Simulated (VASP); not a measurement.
Here is a VASP 6.6.1 calculation.

File INCAR:

```
PREC = Accurate
ENCUT = 520
EDIFF = 1E-7
ISMEAR = 0
SIGMA = 0.1
LREAL = F
LASPH = T
NELM = 100
ALGO = Normal
ISIF = 2
LWAVE = F
LCHARG = T
GGA = PE
LELF = T
LVHAR = T
NBANDS = 33
```

File KPOINTS:

```
regular mesh
0
Gamma
  12 12 6
```

The input POSCAR:

```
Zr2TiC3
1.0
    3.2534536308      0.0000000000      0.0000000000
   -1.6267268154      2.8175734943      0.0000000000
    0.0000000000      0.0000000000      7.9258962557
Zr Ti C
2 1 3
Direct
    0.6666666667      0.3333333333      0.1735961429
    0.3333333333      0.6666666667      0.8264038571
    0.0000000000      0.0000000000      0.5000000000
    0.6666666667      0.3333333333      0.6531448101
    0.0000000000      0.0000000000      0.0000000000
    0.3333333333      0.6666666667      0.3468551899
```

Potentials or basis: VASP PAW PBE potentials, release 64 (Zr_sv, Ti_sv, C).

Command:

```sh
$ cat potpaw_PBE.64/Zr_sv/POTCAR potpaw_PBE.64/Ti_sv/POTCAR potpaw_PBE.64/C/POTCAR > POTCAR
$ mpirun -np 1 vasp_std > vasp.out
```

Q: What does it give for the pressure?

A: 0.3 GPa.

Q: Predict the band gap on the k mesh.

A: Zero (bands 24 and 25 overlap by 1.27 eV).

Forces in eV/Å, atoms in the order of the input:
```
Zr   0.000  0.000  0.011
Zr   0.000  0.000 -0.011
Ti   0.000  0.000  0.000
C    0.000  0.000  0.007
C    0.000  0.000  0.000
C    0.000  0.000 -0.007
```
